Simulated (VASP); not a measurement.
# Ba (Im-3m) in VASP: a series of runs

Runs on Ba. Level: PBE. Tasks: single point.

Program: VASP 6.6.1. These are calculated values, not measurements. Logs are shortened: lines on timing, memory, paths and dates and some standing lists are left out, and cuts for length are marked.

## Step 1: The cell of the first run

It takes space group Im-3m (No. 229, cubic). The conventional cell has a = 4.957 Å, b = 4.957 Å, c = 4.957 Å, α = 90.00°, β = 90.00°, γ = 90.00°. Within 5.6 Å of Ba (site symmetry m-3m) lie 14 Ba at 4.29 to 4.96 Å.

## Step 2: Single point, PBE (volume scaled by 0.96)

Contents of INCAR:

```
PREC = Accurate ; ENCUT = 520
EDIFF = 1E-7 ; ISMEAR = -1
SIGMA = 0.1 ; LREAL = False
LASPH = True ; NELM = 100
ALGO = Normal ; ISIF = 2
LWAVE = False ; LCHARG = False
GGA = PE ; NBANDS = 11
```

Contents of KPOINTS:

```
regular mesh
0
Gamma
  15 15 15
```

Contents of POSCAR:

```
Ba
1.0
   -2.4785349975      2.4785349975      2.4785349975
    2.4785349975     -2.4785349975      2.4785349975
    2.4785349975      2.4785349975     -2.4785349975
Ba
1
Direct
    0.0000000000      0.0000000000      0.0000000000
```

Potentials or basis: VASP PAW PBE potentials, release 64 (Ba_sv).

Launch:

```console
cat potpaw_PBE.64/Ba_sv/POTCAR > POTCAR
mpirun -np 1 vasp_std > vasp.out
```

OUTCAR:

```text
PREC = Accurate
   ENCUT = 520
   EDIFF = 1E-7
   ISMEAR = -1
   LREAL = False
   LASPH = True
   NELM = 100
   ISIF = 2
   GGA = PE

 ion  position               nearest neighbor table
   1  0.000  0.000  0.000-

  LATTYP: Found a body centered cubic cell.
 ALAT       =     4.9570699950

  Lattice vectors:

 A1 = (  -2.4785349975,   2.4785349975,   2.4785349975)
 A2 = (   2.4785349975,  -2.4785349975,   2.4785349975)
 A3 = (   2.4785349975,   2.4785349975,  -2.4785349975)

Analysis of symmetry for initial positions (statically):
=====================================================================
 Subroutine PRICEL returns:
 Original cell was already a primitive cell.

 Routine SETGRP: Setting up the symmetry group for a
 body centered cubic supercell.

 Subroutine GETGRP returns: Found 48 space group operations
 (whereof 48 operations were pure point group operations)
 out of a pool of 48 trial point group operations.

The static configuration has the point symmetry O_h .

Analysis of symmetry for dynamics (positions and initial velocities):
=====================================================================
 Subroutine PRICEL returns:
 Original cell was already a primitive cell.

 Routine SETGRP: Setting up the symmetry group for a
 body centered cubic supercell.

 Subroutine GETGRP returns: Found 48 space group operations
 (whereof 48 operations were pure point group operations)
 out of a pool of 48 trial point group operations.

The dynamic configuration has the point symmetry O_h .

 Subroutine INISYM returns: Found 48 space group operations
 (whereof 48 operations are pure point group operations),
 and found     1 'primitive' translations

----------------------------------------------------------------------------------------

                                     Primitive cell

  volume of cell :      60.9039

  direct lattice vectors                    reciprocal lattice vectors
    -2.478534998  2.478534998  2.478534998     0.000000000  0.201732072  0.201732072
     2.478534998 -2.478534998  2.478534998     0.201732072  0.000000000  0.201732072
     2.478534998  2.478534998 -2.478534998     0.201732072  0.201732072  0.000000000

  length of vectors
     4.292948544  4.292948544  4.292948544     0.285292232  0.285292232  0.285292232

  position of ions in fractional coordinates (direct lattice)
     0.000000000  0.000000000  0.000000000

  ion indices of the primitive-cell ions
   primitive index   ion index
                 1           1

----------------------------------------------------------------------------------------

 KPOINTS: regular mesh

Automatic generation of k-mesh.
 Grid dimensions read from file:
 generate k-points for:   15   15   15

 Generating k-lattice:

  Cartesian coordinates                     Fractional coordinates (reciprocal lattice)
     0.000000000  0.013448805  0.013448805     0.066666667  0.000000000  0.000000000
     0.013448805  0.000000000  0.013448805     0.000000000  0.066666667  0.000000000
     0.013448805  0.013448805  0.000000000     0.000000000  0.000000000  0.066666667

  Length of vectors
     0.019019482  0.019019482  0.019019482

  Shift w.r.t. Gamma in fractional coordinates (k-lattice)
     0.000000000  0.000000000  0.000000000

 Subroutine IBZKPT returns following result:
 ===========================================

 Found    120 irreducible k-points:

 Following reciprocal coordinates:
            Coordinates               Weight
  0.000000  0.000000  0.000000      1.000000
  0.066667  0.000000  0.000000     12.000000
  0.133333  0.000000  0.000000     12.000000
  0.200000  0.000000  0.000000     12.000000
  0.266667  0.000000  0.000000     12.000000
  0.333333  0.000000  0.000000     12.000000
[... 16 lines left out ...]
  0.333333  0.200000  0.000000     48.000000
  0.400000  0.200000  0.000000     24.000000
 [... further k-points ...]
   k-points           NKPTS =    120   k-points in BZ     NKDIM =    120   number of bands    NBANDS=     11
   number of dos      NEDOS =    301   number of ions     NIONS =      1
   total plane-waves  NPLWV =  32768
   dimension x,y,z NGX =    32 NGY =   32 NGZ =   32
   dimension x,y,z NGXF=    64 NGYF=   64 NGZF=   64
   ions per type =               1
   NGX,Y,Z   is equivalent  to a cutoff of  12.39, 12.39, 12.39 a.u.
   NGXF,Y,Z  is equivalent  to a cutoff of  24.78, 24.78, 24.78 a.u.
 SYSTEM =  unknown system
   PREC   = accura    normal or accurate (medium, high low for compatibility)
   ISTART =      0    job   : 0-new  1-cont  2-samecut
   ICHARG =      2    charge: 1-file 2-atom 10-const
   ISPIN  =      1    spin polarized calculation?
   LNONCOLLINEAR =      F non collinear calculations
   LSORBIT =      F    spin-orbit coupling
   LASPH  =      T    aspherical Exc in radial PAW
   ENCUT  =  520.0 eV  38.22 Ry    6.18 a.u.   7.98  7.98  7.98*2*pi/ulx,y,z
   NELM   =    100;   NELMIN=  2; NELMDL= -5     # of ELM steps
   EDIFF  = 0.1E-06   stopping-criterion for ELM
   LREAL  =      F    real-space projection
   EDIFFG = 0.1E-05   stopping-criterion for IOM
   NSW    =      0    number of steps for IOM
   IBRION =     -1    ionic relax: 0-MD 1-quasi-New 2-CG
   NFREE  =      0    steps in history (QN), initial steepest desc. (CG)
   ISIF   =      2    stress and relaxation
   ISYM   =      2    0-nonsym 1-usesym 2-fastsym
   POTIM  = 0.5000    time-step for ionic-motion
   TEBEG  =    0.0;   TEEND  =   0.0 temperature during run
   PSTRESS=    0.0 pullay stress
   NELECT =      10.0000    total number of electrons
   NUPDOWN=      -1.0000    fix difference up-down
   EMIN   =  10.00;   EMAX   =-10.00  energy-range for DOS
   EFERMI =   0.00;   METHOD = LEGACY
   ISMEAR =    -1;   SIGMA  =   0.10  broadening in eV -4-tet -1-fermi 0-gaus
   EFERMI_NEDOS =   21; number of points for ismear=-14 and -15
   IALGO  =     38    algorithm
   IMIX   =      4    mixing-type and parameters
     AMIX     =   0.40;   BMIX     =  1.00
     AMIX_MAG =   1.60;   BMIX_MAG =  1.00
  volume/ion in A,a.u.               =      60.90       411.00
  Fermi-wavevector in a.u.,A,eV,Ry     =   0.896451  1.694046 10.933968  0.803624
  Thomas-Fermi vector in A             =   2.018911
   LORBIT       =      0    0 simple, 1 ext, 2 COOP (PROOUT), +10 PAW based schemes
   GGA     = PE    functional components
   LHFCALC =     F    Hartree Fock is set to
   AEXX    =    0.0000 exact exchange contribution
   IVDW    =     0    specifies the selected vdW correction
   LEPSILON=     F    determine dielectric tensor
   LRPA    =     F    only Hartree local field effects (RPA)
 non-spin polarized calculation
  energy-cutoff  :      520.00
  volume of cell :       60.90
 maximum number of plane-waves:      1656
   NGX = 15   NGY = 15   NGZ = 15

 number of electron      10.0000000 magnetization

 number of electron       9.9999998 magnetization

 Free energy of the ion-electron system (eV)
  ---------------------------------------------------
  ext. energy  EPLUGINS =         0.00000000
  ---------------------------------------------------
  free energy    TOTEN  =        -1.92530073 eV

  energy without entropy =       -1.88219924  energy(sigma->0) =       -1.90374999

 E-fermi :   1.7737     XC(G=0):  -7.5169

 val. band max:        1.7693942379   @ k =  -0.3333   0.3333   0.3333
 cond. band min:       1.7845859404   @ k =  -0.3333  -0.4667   0.1333
 fundamental gap:      0.0151917025
 Fermi energy:         1.7736802700

 k-point     1 :       0.0000    0.0000    0.0000
  band No.  band energies     occupation
      1     -27.0649      2.00000
      2     -11.9946      2.00000
      3     -11.9946      2.00000
      4     -11.9946      2.00000
      5      -1.0058      2.00000
      6       3.6301      0.00000
      7       3.6301      0.00000
      8       3.6301      0.00000
      9       5.0767      0.00000
     10       5.0767      0.00000
     11       8.7944      0.00000

 k-point     2 :       0.0667    0.0000    0.0000
  band No.  band energies     occupation
      1     -27.0627      2.00000
      2     -12.0186      2.00000
      3     -12.0019      2.00000
      4     -11.9948      2.00000
      5      -0.9185      2.00000
      6       3.5569      0.00000
      7       3.5946      0.00000
      8       3.7185      0.00000
      9       4.9488      0.00000
     10       5.0697      0.00000
     11       8.8967      0.00000

 k-point     3 :       0.1333    0.0000    0.0000
  band No.  band energies     occupation
      1     -27.0566      2.00000
      2     -12.0855      2.00000
      3     -12.0224      2.00000
      4     -11.9953      2.00000
      5      -0.6682      2.00000
      6       3.3676      0.00000
      7       3.4437      0.00000
      8       3.9810      0.00000
      9       4.7618      0.00000
     10       5.0624      0.00000
     11       9.1483      0.00000

 k-point     4 :       0.2000    0.0000    0.0000
  band No.  band energies     occupation
      1     -27.0476      2.00000
      2     -12.1814      2.00000
      3     -12.0524      2.00000
      4     -11.9960      2.00000
      5      -0.2910      2.00000
      6       3.1245      0.00000
      7       3.1615      0.00000
      8       4.4088      0.00000
      9       4.7435      0.00000
     10       5.0841      0.00000
     11       9.3217      0.00000
[... 239 lines left out ...]
 k-point    22 :       0.2667    0.2000    0.0000
  band No.  band energies     occupation
      1     -27.0174      2.00000
      2     -12.4118      2.00000
      3     -12.1815      2.00000
      4     -12.0428      2.00000
      5       1.1521      1.99601
      6       2.3354      0.00724
      7       2.6855      0.00022
      8       4.8279      0.00000
      9       5.5728      0.00000
     10       6.5952      0.00000
     11       8.2710      0.00000

 k-point    23 :       0.3333    0.2000    0.0000
  band No.  band energies     occupation
      1     -27.0124      2.00000
      2     -12.4372      2.00000
      3     -12.2183      2.00000
      4     -12.0462      2.00000
      5       1.3455      1.97273
      6       2.3618      0.00557
      7       2.6631      0.00027
      8       4.9344      0.00000
      9       5.5991      0.00000
     10       7.1949      0.00000
     11       7.7872      0.00000

 k-point    24 :       0.4000    0.2000    0.0000
  band No.  band energies     occupation
      1     -27.0107      2.00000
      2     -12.4453      2.00000
      3     -12.2322      2.00000
      4     -12.0472      2.00000
      5       1.3880      1.95861
      6       2.4027      0.00370
      7       2.6717      0.00025
      8       4.9342      0.00000
      9       5.6851      0.00000
     10       7.3313      0.00000
     11       7.6752      0.00000

 [... further k-points ...]

------------------------ aborting loop because EDIFF is reached ----------------------------------------

  FORCE on cell =-STRESS in cart. coord.  units (eV):
  Direction    XX          YY          ZZ          XY          YZ          ZX
  --------------------------------------------------------------------------------------
  -------------------------------------------------------------------------------------
  Total        0.1622939      0.1622939      0.1622939      0.0000000      0.0000000      0.0000000
  in kB        4.2694067      4.2694067      4.2694067      0.0000000      0.0000000      0.0000000
  external PRESSURE =       4.2694067 kB  Pullay stress =       0.0000000 kB

 VOLUME and BASIS-vectors are now :
 -----------------------------------------------------------------------------
  energy-cutoff  :      520.00
  volume of cell :       60.90
      direct lattice vectors                 reciprocal lattice vectors
    -2.478534998  2.478534998  2.478534998     0.000000000  0.201732072  0.201732072
     2.478534998 -2.478534998  2.478534998     0.201732072  0.000000000  0.201732072
     2.478534998  2.478534998 -2.478534998     0.201732072  0.201732072  0.000000000

 POSITION                                       TOTAL-FORCE (eV/Angst)
 -----------------------------------------------------------------------------------
      0.00000      0.00000      0.00000        -0.000000      0.000000     -0.000000
 -----------------------------------------------------------------------------------
    total drift:                                0.000000      0.000000      0.000000

  FREE ENERGIE OF THE ION-ELECTRON SYSTEM (eV)
  ---------------------------------------------------
  free  energy   TOTEN  =        -1.9253007324 eV

  energy  without entropy=       -1.8821992396  energy(sigma->0) =       -1.90374999
```

It took 48 s on 1 thread of Intel Xeon Platinum 8259CL at 2.50GHz (Skylake/Cascade Lake), shared host; peak memory 0.22 GiB.

What came out:

| Property | Result |
| --- | --- |
| Free energy | -1.9253 eV |
| Pressure | 0.4 GPa |
| Band gap on the k mesh | zero (band 5 reaches 2.21 eV, above the bottom of band 6 at 1.20 eV) |

Caveat: the cell differs from its parent crystal (volume scaled by 0.96); spin-orbit coupling is left out, which moves the levels of the heavy elements.

## Step 3: Single point, PBE

This run uses another cell than the first one, of 63.44 Å³/atom, 1.042 times its volume.

Contents of INCAR:

```
SYSTEM = Ba
  PREC = Accurate
  ENCUT = 520
  EDIFF = 1E-6
  ISMEAR = -1
  SIGMA = 0.1
  LREAL = .False.
  LASPH = .True.
  NELM = 80
  ALGO = Normal
  ISIF = 2
  LWAVE = .False.
  LCHARG = .True.
  GGA = PE
  LELF = .True.
  LVHAR = .True.
  NBANDS = 11
```

Contents of KPOINTS:

```
Automatic mesh
0
Gamma
  15 15 15
  0 0 0
```

Contents of POSCAR:

```
Ba
1.0
   -2.5124917513      2.5124917513      2.5124917513
    2.5124917513     -2.5124917513      2.5124917513
    2.5124917513      2.5124917513     -2.5124917513
Ba
1
Direct
    0.0000000000      0.0000000000      0.0000000000
```

Potentials or basis: VASP PAW PBE potentials, release 64 (Ba_sv).

Launch:

```console
cat potpaw_PBE.64/Ba_sv/POTCAR > POTCAR
mpirun -np 1 vasp_std > vasp.out
```

It took 52 s on 1 thread of Intel Xeon Platinum 8259CL at 2.50GHz (Skylake/Cascade Lake), shared host; peak memory 0.23 GiB.

Results (log left out):

```yaml
Free_energy: -1.9290 eV
Pressure: 0.0 GPa
Band_gap_on_the_k_mesh: zero (band 5 reaches 2.04 eV, above the bottom of band 6 at 1.12 eV)
```

Levels at points of the mesh, in eV from the Fermi level:
```
           k point  band 3  band 4  band 5  band 6  band 7  band 8
(0.00, 0.00, 0.00)  -13.86  -13.86   -2.76    1.81    1.81    1.81
```

Caveat: spin-orbit coupling is left out, which moves the levels of the heavy elements.
